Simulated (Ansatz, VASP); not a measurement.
## Two plane-wave programs on BaTiO3

Contents of INCAR:

```
PREC = Accurate ; ENCUT = 520
EDIFF = 1E-6 ; ISMEAR = 0
SIGMA = 0.02 ; LREAL = False
LASPH = True ; NELM = 100
ALGO = Normal ; ISIF = 2
LWAVE = False ; LCHARG = False
GGA = PE ; NBANDS = 28
```

The input KPOINTS:

```
regular mesh
0
Gamma
  6 6 6
```

POSCAR

```
BaTiO3
1.0
    3.9725052574      0.0000000000      0.0000000000
    0.0000000000      2.8904445088      2.9153854155
    0.0000000000     -2.8904445088      2.9153854155
Ba Ti O
1 1 3
Direct
    0.0000000000      0.0082750946      0.0082750946
    0.5000000000      0.5244580684      0.5244580684
    0.5000000000      0.9731675953      0.4899429154
    0.5000000000      0.4899429154      0.9731675953
    0.0000000000      0.4840563263      0.4840563263
```

Input for Ansatz:

```yaml
crystal:
  lattice:
    - [3.9725052574, 0.0, 0.0]
    - [0.0, 2.8904445088, 2.9153854155]
    - [0.0, -2.8904445088, 2.9153854155]
  atoms:
    - { symbol: Ba, position: [0.0, 0.0082750946, 0.0082750946] }
    - { symbol: Ti, position: [0.5, 0.5244580684, 0.5244580684] }
    - { symbol: O, position: [0.5, 0.9731675953, 0.4899429154] }
    - { symbol: O, position: [0.5, 0.4899429154, 0.9731675953] }
    - { symbol: O, position: [0.0, 0.4840563263, 0.4840563263] }
basis:
  ecutwfc: 420
  xc_grid: 2
kpoints:
  mp_grid: { grid: [6, 6, 6] }
  band_path: { path: [VBM, CBM], npoints: 2 }
hamiltonian:
  xc: pbe
scf:
  occupations: { method: gaussian, width: 0.02 }
output:
  forces: true
  stress: true
  eigenvalues: true
```

Alike in both runs: task single point; functional PBE; k mesh 6 × 6 × 6; occupations gaussian, width 0.02 eV; no spin polarisation.

```csv
,VASP,Ansatz
version,VASP 6.6.1,Ansatz 0.2.0
potentials or method,"VASP PAW PBE potentials, release 64 (Ba_sv, Ti_sv, O), cutoff 520 eV","scalar-relativistic, plane waves, PAW"
valence electrons in the cell,40,40
```

```tsv
	VASP	Ansatz	Ansatz less VASP
gap on the k mesh at the Fermi level (eV)	2.35	2.39	+0.041
least direct gap on the mesh (eV)	2.89	2.90	+0.012
pressure (GPa)	1.6	0.0	-1.56
rms of the force components (eV/Å)	0.036	0.001	-0.0347
```

Atom by atom the forces differ by 0.036 eV/Å (rms over components). With one functional, cell and mesh, what is left measures potentials, basis and numerics.

Neither program's run includes spin-orbit coupling.
